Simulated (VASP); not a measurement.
# Sr (Im-3m) in VASP: a series of runs

Sr is run at these levels: BLYP, LDA, PBEsol; tasks: single point.

Everything below comes from runs of VASP 6.6.1. Logs are shortened: lines on timing, memory, paths and dates and some standing lists are left out, and cuts for length are marked.

## (1) The cell of the first run

The structure is cubic, space group Im-3m (No. 229). Conventional cell: a = 4.870 Å, b = 4.870 Å, c = 4.870 Å, α = 90.00°, β = 90.00°, γ = 90.00°. Within 5.5 Å of Sr (site symmetry m-3m) lie 14 Sr at 4.22 to 4.87 Å.

## (2) Single point, BLYP

INCAR reads:

```
PREC = Accurate
ENCUT = 500
EDIFF = 1E-6
ISMEAR = 0
SIGMA = 0.1
LREAL = False
LASPH = True
NELM = 120
ALGO = Normal
ISIF = 2
LWAVE = False
LCHARG = False
GGA = B5
ALDAX = 1.0
AGGAX = 1.0
AGGAC = 1.0
ALDAC = 0.0
NBANDS = 11
GGA_COMPAT = False
```

KPOINTS reads:

```
Automatic mesh
0
Gamma
  8 8 8
```

POSCAR reads:

```
Sr
1.0
    4.2175440330     -0.0000000234     -0.0000000404
   -1.4058479890      3.9763386554     -0.0000000404
   -1.4058479890     -1.9881692693      3.4436103233
Sr
1
Direct
    0.0000000000      0.0000000000      0.0000000000
```

Potentials or basis: VASP PAW PBE potentials, release 64 (Sr_sv).

Launch:

```sh
> cat potpaw_PBE.64/Sr_sv/POTCAR > POTCAR
> mpirun -np 1 vasp_std > vasp.out
```

OUTCAR:

```text
PREC = Accurate
   ENCUT = 500
   EDIFF = 1E-6
   ISMEAR = 0
   LREAL = False
   LASPH = True
   NELM = 120
   ISIF = 2
   GGA = B5

 ion  position               nearest neighbor table
   1  0.000  0.000  0.000-

  LATTYP: Found a body centered cubic cell.
 ALAT       =     4.8700003655

  Lattice vectors:

 A1 = (   4.2175440330,  -0.0000000234,  -0.0000000404)
 A2 = (  -1.4058479890,   3.9763386554,  -0.0000000404)
 A3 = (  -1.4058479890,  -1.9881692693,   3.4436103233)

Analysis of symmetry for initial positions (statically):
=====================================================================
 Subroutine PRICEL returns:
 Original cell was already a primitive cell.

 Routine SETGRP: Setting up the symmetry group for a
 body centered cubic supercell.

 Subroutine GETGRP returns: Found 48 space group operations
 (whereof 48 operations were pure point group operations)
 out of a pool of 48 trial point group operations.

The static configuration has the point symmetry O_h .

Analysis of symmetry for dynamics (positions and initial velocities):
=====================================================================
 Subroutine PRICEL returns:
 Original cell was already a primitive cell.

 Routine SETGRP: Setting up the symmetry group for a
 body centered cubic supercell.

 Subroutine GETGRP returns: Found 48 space group operations
 (whereof 48 operations were pure point group operations)
 out of a pool of 48 trial point group operations.

The dynamic configuration has the point symmetry O_h .

 Subroutine INISYM returns: Found 48 space group operations
 (whereof 48 operations are pure point group operations),
 and found     1 'primitive' translations

----------------------------------------------------------------------------------------

                                     Primitive cell

  volume of cell :      57.7507

  direct lattice vectors                    reciprocal lattice vectors
     4.217544033 -0.000000023 -0.000000040     0.237104817  0.083829212  0.145196450
    -1.405847989  3.976338655 -0.000000040     0.000000003  0.251487636  0.145196450
    -1.405847989 -1.988169269  3.443610323     0.000000003  0.000000004  0.290392907

  length of vectors
     4.217544033  4.217544033  4.217544033     0.290392907  0.290392907  0.290392907

  position of ions in fractional coordinates (direct lattice)
     0.000000000  0.000000000  0.000000000

  ion indices of the primitive-cell ions
   primitive index   ion index
                 1           1

----------------------------------------------------------------------------------------

 KPOINTS: Automatic mesh

Automatic generation of k-mesh.
 Grid dimensions read from file:
 generate k-points for:    8    8    8

 Generating k-lattice:

  Cartesian coordinates                     Fractional coordinates (reciprocal lattice)
     0.029638102  0.010478652  0.018149556     0.125000000 -0.000000000  0.000000000
     0.000000000  0.031435955  0.018149556     0.000000000  0.125000000  0.000000000
     0.000000000  0.000000000  0.036299113     0.000000000 -0.000000000  0.125000000

  Length of vectors
     0.036299113  0.036299113  0.036299113

  Shift w.r.t. Gamma in fractional coordinates (k-lattice)
     0.000000000  0.000000000  0.000000000

 Subroutine IBZKPT returns following result:
 ===========================================

 Found     29 irreducible k-points:

 Following reciprocal coordinates:
            Coordinates               Weight
  0.000000  0.000000  0.000000      1.000000
  0.125000  0.000000 -0.000000     12.000000
  0.250000  0.000000 -0.000000     12.000000
  0.375000  0.000000 -0.000000     12.000000
  0.500000  0.000000 -0.000000      6.000000
  0.125000  0.125000 -0.000000     24.000000
[... 16 lines left out ...]
 -0.250000  0.250000  0.250000      6.000000
 -0.375000  0.375000  0.250000     24.000000
 [... further k-points ...]
   k-points           NKPTS =     29   k-points in BZ     NKDIM =     29   number of bands    NBANDS=     11
   number of dos      NEDOS =    301   number of ions     NIONS =      1
   total plane-waves  NPLWV =  32768
   dimension x,y,z NGX =    32 NGY =   32 NGZ =   32
   dimension x,y,z NGXF=    64 NGYF=   64 NGZF=   64
   ions per type =               1
   NGX,Y,Z   is equivalent  to a cutoff of  12.61, 12.61, 12.61 a.u.
   NGXF,Y,Z  is equivalent  to a cutoff of  25.23, 25.23, 25.23 a.u.
 SYSTEM =  unknown system
   PREC   = accura    normal or accurate (medium, high low for compatibility)
   ISTART =      0    job   : 0-new  1-cont  2-samecut
   ICHARG =      2    charge: 1-file 2-atom 10-const
   ISPIN  =      1    spin polarized calculation?
   LNONCOLLINEAR =      F non collinear calculations
   LSORBIT =      F    spin-orbit coupling
   LASPH  =      T    aspherical Exc in radial PAW
   ENCUT  =  500.0 eV  36.75 Ry    6.06 a.u.   7.69  7.69  7.69*2*pi/ulx,y,z
   NELM   =    120;   NELMIN=  2; NELMDL= -5     # of ELM steps
   EDIFF  = 0.1E-05   stopping-criterion for ELM
   LREAL  =      F    real-space projection
   EDIFFG = 0.1E-04   stopping-criterion for IOM
   NSW    =      0    number of steps for IOM
   IBRION =     -1    ionic relax: 0-MD 1-quasi-New 2-CG
   NFREE  =      0    steps in history (QN), initial steepest desc. (CG)
   ISIF   =      2    stress and relaxation
   ISYM   =      2    0-nonsym 1-usesym 2-fastsym
   POTIM  = 0.5000    time-step for ionic-motion
   TEBEG  =    0.0;   TEEND  =   0.0 temperature during run
   PSTRESS=    0.0 pullay stress
   NELECT =      10.0000    total number of electrons
   NUPDOWN=      -1.0000    fix difference up-down
   EMIN   =  10.00;   EMAX   =-10.00  energy-range for DOS
   EFERMI =   0.00;   METHOD = LEGACY
   ISMEAR =     0;   SIGMA  =   0.10  broadening in eV -4-tet -1-fermi 0-gaus
   EFERMI_NEDOS =   21; number of points for ismear=-14 and -15
   IALGO  =     38    algorithm
   IMIX   =      4    mixing-type and parameters
     AMIX     =   0.40;   BMIX     =  1.00
     AMIX_MAG =   1.60;   BMIX_MAG =  1.00
  volume/ion in A,a.u.               =      57.75       389.72
  Fermi-wavevector in a.u.,A,eV,Ry     =   0.912478  1.724334 11.328435  0.832616
  Thomas-Fermi vector in A             =   2.036879
   LORBIT       =      0    0 simple, 1 ext, 2 COOP (PROOUT), +10 PAW based schemes
   GGA     = B5    functional components
   LHFCALC =     F    Hartree Fock is set to
   AEXX    =    0.0000 exact exchange contribution
   IVDW    =     0    specifies the selected vdW correction
   LEPSILON=     F    determine dielectric tensor
   LRPA    =     F    only Hartree local field effects (RPA)
 non-spin polarized calculation
 Gauss-broadening in eV      SIGMA  =   0.10
  energy-cutoff  :      500.00
  volume of cell :       57.75
 maximum number of plane-waves:      1508
   NGX = 15   NGY = 15   NGZ = 15

 number of electron      10.0000000 magnetization

 Free energy of the ion-electron system (eV)
  ---------------------------------------------------
  ext. energy  EPLUGINS =         0.00000000
  ---------------------------------------------------
  free energy    TOTEN  =        -0.92920083 eV

  energy without entropy =       -0.92573490  energy(sigma->0) =       -0.92746786

 E-fermi :   1.8805     XC(G=0):  -6.7533

 val. band max:        1.8546432015   @ k =   0.5000   0.5000   0.3750
 cond. band min:       1.9284612194   @ k =   0.5000   0.5000   0.2500
 fundamental gap:      0.0738180180
 Fermi energy:         1.8805193427

 k-point     1 :       0.0000    0.0000    0.0000
  band No.  band energies     occupation
      1     -34.9130      2.00000
      2     -16.8690      2.00000
      3     -16.8690      2.00000
      4     -16.8690      2.00000
      5      -1.6563      2.00000
      6       4.0135      0.00000
      7       4.0135      0.00000
      8       4.0135      0.00000
      9       5.2436      0.00000
     10       5.2436      0.00000
     11       9.8997      0.00000

 k-point     2 :       0.1250    0.0000   -0.0000
  band No.  band energies     occupation
      1     -34.9112      2.00000
      2     -16.8939      2.00000
      3     -16.8773      2.00000
      4     -16.8690      2.00000
      5      -1.4030      2.00000
      6       3.8183      0.00000
      7       3.8519      0.00000
      8       4.2536      0.00000
      9       5.0196      0.00000
     10       5.2434      0.00000
     11      10.0777      0.00000

 k-point     3 :       0.2500    0.0000   -0.0000
  band No.  band energies     occupation
      1     -34.9069      2.00000
      2     -16.9531      2.00000
      3     -16.8972      2.00000
      4     -16.8689      2.00000
      5      -0.6972      2.00000
      6       3.2251      0.00000
      7       3.4221      0.00000
      8       4.9486      0.00000
      9       5.0164      0.00000
     10       5.3107      0.00000
     11       9.2760      0.00000

 k-point     4 :       0.3750    0.0000   -0.0000
  band No.  band energies     occupation
      1     -34.9026      2.00000
      2     -17.0111      2.00000
      3     -16.9170      2.00000
      4     -16.8688      2.00000
      5       0.2642      2.00000
      6       2.5380      0.00000
      7       3.0957      0.00000
      8       5.1213      0.00000
      9       5.5079      0.00000
     10       5.9893      0.00000
     11       7.7291      0.00000
[... 239 lines left out ...]
 k-point    22 :       0.2500    0.2500    0.2500
  band No.  band energies     occupation
      1     -34.9001      2.00000
      2     -16.9503      2.00000
      3     -16.9503      2.00000
      4     -16.9503      2.00000
      5       2.2209      0.00000
      6       2.2209      0.00000
      7       2.2209      0.00000
      8       4.4516      0.00000
      9       5.7305      0.00000
     10       5.7305      0.00000
     11       8.1187      0.00000

 k-point    23 :      -0.2500    0.2500    0.2500
  band No.  band energies     occupation
      1     -34.9015      2.00000
      2     -16.9552      2.00000
      3     -16.9274      2.00000
      4     -16.9274      2.00000
      5       0.1668      2.00000
      6       3.0422      0.00000
      7       3.8574      0.00000
      8       3.8574      0.00000
      9       5.0121      0.00000
     10       5.3683      0.00000
     11       8.5831      0.00000

 k-point    24 :      -0.3750    0.3750    0.2500
  band No.  band energies     occupation
      1     -34.8976      2.00000
      2     -16.9930      2.00000
      3     -16.9486      2.00000
      4     -16.9314      2.00000
      5       1.0193      2.00000
      6       2.4122      0.00000
      7       3.8462      0.00000
      8       3.9667      0.00000
      9       5.0975      0.00000
     10       5.7989      0.00000
     11       8.0319      0.00000

 [... further k-points ...]
[... 5 lines left out ...]
  --------------------------------------------------------------------------------------
  -------------------------------------------------------------------------------------
  Total       -0.1597100     -0.1597100     -0.1597100      0.0000000     -0.0000000     -0.0000000
  in kB       -4.4308351     -4.4308351     -4.4308351      0.0000000     -0.0000000     -0.0000000
  external PRESSURE =      -4.4308351 kB  Pullay stress =       0.0000000 kB

 VOLUME and BASIS-vectors are now :
 -----------------------------------------------------------------------------
  energy-cutoff  :      500.00
  volume of cell :       57.75
      direct lattice vectors                 reciprocal lattice vectors
     4.217544033 -0.000000023 -0.000000040     0.237104817  0.083829212  0.145196450
    -1.405847989  3.976338655 -0.000000040     0.000000003  0.251487636  0.145196450
    -1.405847989 -1.988169269  3.443610323     0.000000003  0.000000004  0.290392907

 POSITION                                       TOTAL-FORCE (eV/Angst)
 -----------------------------------------------------------------------------------
      0.00000      0.00000      0.00000        -0.000000     -0.000000      0.000000
 -----------------------------------------------------------------------------------
    total drift:                               -0.000000     -0.000000      0.000000

  FREE ENERGIE OF THE ION-ELECTRON SYSTEM (eV)
  ---------------------------------------------------
  free  energy   TOTEN  =        -0.9292008252 eV

  energy  without entropy=       -0.9257349041  energy(sigma->0) =       -0.92746786
```

It took 34 s on 1 thread of AMD EPYC 7R43 (Zen 3), shared host; peak memory 0.14 GiB.

Results:

| Quantity | Value |
| --- | --- |
| Free energy | -0.9292 eV |
| Pressure | -0.4 GPa |
| Band gap on the k mesh | zero (band 5 reaches 2.22 eV, above the bottom of band 6 at 1.76 eV) |

Caveat: the PAW data sets were made with another functional, which shifts forces and pressure a little.

## (3) Single point, LDA

INCAR reads:

```
SYSTEM = Sr
PREC = Accurate
ENCUT = 500
EDIFF = 1E-6
ISMEAR = 0
SIGMA = 0.1
LREAL = .False.
LASPH = .True.
NELM = 120
ALGO = Normal
ISIF = 2
LWAVE = .False.
LCHARG = .False.
NBANDS = 11
GGA_COMPAT = .False.
```

KPOINTS reads:

```
regular mesh
0
Gamma
  8 8 8
  0 0 0
```

POSCAR is that of step 2.

Potentials or basis: VASP PAW LDA potentials, release 64 (Sr_sv).

Launch:

```sh
> cat potpaw_LDA.64/Sr_sv/POTCAR > POTCAR
> mpirun -np 1 vasp_std > vasp.out
```

Run time: 17 s. Hardware: 1 thread of AMD EPYC 7R43 (Zen 3), shared host; peak memory 0.12 GiB.

The run converged. Its results:

| Quantity | Value |
| --- | --- |
| Free energy | -1.8349 eV |
| Pressure | -1.9 GPa |
| Band gap on the k mesh | zero (band 5 reaches 1.59 eV, above the bottom of band 6 at 1.17 eV) |

Levels at points of the mesh, in eV from the Fermi level:
| k point | band 2 | band 3 | band 4 | band 5 | band 6 | band 7 | band 8 | band 9 |
| --- | --- | --- | --- | --- | --- | --- | --- | --- |
| (0.00, 0.00, 0.00) | -18.55 | -18.55 | -18.55 | -3.59 | 2.19 | 2.19 | 2.19 | 3.48 |
| (0.50, 0.00, 0.00) | -18.73 | -18.61 | -18.55 | -1.03 | 0.21 | 1.12 | 3.25 | 3.91 |
| (0.50, 0.50, 0.50) | -18.68 | -18.68 | -18.68 | -0.10 | -0.10 | 3.42 | 3.42 | 3.42 |

## (4) Single point, PBEsol

INCAR reads:

```
SYSTEM = Sr
ALGO = Normal
EDIFF = 1E-6
ENCUT = 500
GGA = PS
GGA_COMPAT = .False.
ISIF = 2
ISMEAR = 0
LASPH = .True.
LCHARG = .False.
LREAL = .False.
LWAVE = .False.
NBANDS = 11
NELM = 120
PREC = Accurate
SIGMA = 0.1
```

KPOINTS reads:

```
k-points
0
Gamma
  8 8 8
  0 0 0
```

POSCAR is that of step 3.

Potentials or basis: VASP PAW PBE potentials, release 64 (Sr_sv).

Launch:

```sh
> cat potpaw_PBE.64/Sr_sv/POTCAR > POTCAR
> mpirun -np 1 vasp_std > vasp.out
```

Wall time 21 s (1 thread of AMD EPYC 7R43 (Zen 3), shared host); peak memory 0.14 GiB.

It converged, with:

```yaml
Free_energy: -1.8136 eV
Pressure: -1.3 GPa
Band_gap_on_the_k_mesh: zero (band 5 reaches 1.67 eV, above the bottom of band 6 at 1.27 eV)
```

Levels at points of the mesh, in eV from the Fermi level:
```tsv
k point	band 1	band 2	band 3	band 4	band 5	band 6	band 7	band 8	band 9	band 10
(0.00, 0.00, 0.00)	-36.64	-18.55	-18.55	-18.55	-3.59	2.29	2.29	2.29	3.57	3.57
(0.50, 0.00, 0.00)	-36.63	-18.72	-18.61	-18.55	-1.00	0.16	1.19	3.36	4.03	5.18
(0.50, 0.50, 0.50)	-36.62	-18.67	-18.67	-18.67	-0.08	-0.08	3.41	3.41	3.41	4.80
```

Caveat: the PAW data sets were made with another functional, which shifts forces and pressure a little.

## (5) Overview

```tsv
level	potentials or basis	gap on the mesh (eV)	pressure (GPa)
BLYP	VASP PAW PBE potentials, release 64 (Sr_sv)	none	-0.4
LDA	VASP PAW LDA potentials, release 64 (Sr_sv)	none	-1.9
PBEsol	VASP PAW PBE potentials, release 64 (Sr_sv)	none	-1.3
```

Alike in all rows: task single point; no spin polarisation; cell as given; k mesh 8 × 8 × 8; cutoff (eV) 500; smearing gaussian 0.1 eV.

Caveats: the PAW data sets were made with another functional, which shifts forces and pressure a little (some runs).

Absolute energies hang on the potentials; compare differences alone.
